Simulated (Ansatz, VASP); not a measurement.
# One calculation of SnO2, two programs

```
Sn O
1.0
     4.83162    0.00000    0.00000
     0.00000    4.83162    0.00000
     0.00000    0.00000    3.20057
Sn O
2 4
Cartesian
  0.0000 0.0000 0.0000
  2.4158 2.4158 1.6003
  1.4780 1.4780 0.0000
  0.9378 3.8938 1.6003
  3.3537 3.3537 0.0000
  3.8938 0.9378 1.6003
```

Change from the starting cell: strain +0.0150 x Voigt [1, 1, 0, 0, 0, 0], atoms carried along.

Alike in both runs: task single point; functional r2SCAN; k mesh 6 × 6 × 8; occupations gaussian, width 0.05 eV; no spin polarisation.

|  | VASP | Ansatz |
| --- | --- | --- |
| version | VASP 6.6.1 | Ansatz 0.2.0 |
| potentials or method | VASP PAW PBE potentials, release 64 (Sn_d, O), cutoff 520 eV | scalar-relativistic, plane waves, PAW |
| valence electrons in the cell | 52 | 52 |

VASP gave:

* gap on the k mesh at the Fermi level (eV): 1.49
* least direct gap on the mesh (eV): 1.49
* pressure (GPa): -4.5
* traceless stress, the component that is largest in VASP (GPa): 1.45
* rms of the force components (eV/Å): 0.023

Question: Estimate Ansatz's values.

Answer: gap on the k mesh at the Fermi level (eV): 1.47; least direct gap on the mesh (eV): 1.47; pressure (GPa): -5.4; traceless stress, the component that is largest in VASP (GPa): 1.09; rms of the force components (eV/Å): 0.039.

VASP's potentials were made for PBE, not for r2SCAN. Atom by atom the forces differ by 0.016 eV/Å (rms over components). The functional is the same, so the differences come from potentials, cutoffs and numerics.
